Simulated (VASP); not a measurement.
Input of a VASP 6.6.1 run:

INCAR

```
PREC     = Accurate       # precision mode
ENCUT    = 500            # plane-wave cutoff, eV
EDIFF    = 1E-7           # SCF threshold, eV
ISMEAR   = 0              # smearing method
SIGMA    = 0.1            # smearing width, eV
LREAL    = False          # projectors in reciprocal space
LASPH    = True           # aspherical terms in the spheres
NELM     = 120            # most SCF steps
ALGO     = Normal         # electronic algorithm
ISIF     = 3              # what is computed and relaxed
LWAVE    = False          # write WAVECAR
LCHARG   = False          # write CHGCAR
GGA      = PE             # functional
IBRION   = 2              # ionic algorithm
NSW      = 90             # ionic steps
EDIFFG   = -0.04          # ionic threshold
GGA_COMPAT= False        
NELMIN   = 4
```

KPOINTS

```
Automatic mesh
0
Gamma
  4 4 4
```

POSCAR

```
Zr2Ti
1.0
    0.0000000000      3.6198098014      3.6198098014
    3.6198098014      0.0000000000      3.6198098014
    3.6198098014      3.6198098014      0.0000000000
Zr Ti
4 2
Direct
    0.6250000000      0.6250000000      0.6250000000
    0.1250000000      0.6250000000      0.6250000000
    0.6250000000      0.6250000000      0.1250000000
    0.6250000000      0.1250000000      0.6250000000
    0.0000000000      0.0000000000      0.0000000000
    0.2500000000      0.2500000000      0.2500000000
```

Potentials or basis: VASP PAW PBE potentials, release 64 (Zr_sv, Ti_sv).

Command:

```console
$ cat potpaw_PBE.64/Zr_sv/POTCAR potpaw_PBE.64/Ti_sv/POTCAR > POTCAR
$ mpirun -np 1 vasp_std > vasp.out
```

Q: Estimate the space group after relaxing (to 0.1 Å).

A: Fd-3m (No. 227).

Q: What does it give for the relaxed cell?

A: a = 5.724 Å, b = 5.724 Å, c = 5.724 Å, α = 60.00°, β = 60.00°, γ = 60.00°.

Final structure:
```
Zr Ti
1.0
     0.00000    4.04721    4.04721
     4.04721    0.00000    4.04721
     4.04721    4.04721    0.00000
Zr Ti
4 2
Direct
  0.62500 0.62500 0.62500
  0.12500 0.62500 0.62500
  0.62500 0.62500 0.12500
  0.62500 0.12500 0.62500
  0.00000 0.00000 0.00000
  0.25000 0.25000 0.25000
```

Caveat: the k points lie up to 0.34 Å⁻¹ apart in the final cell.
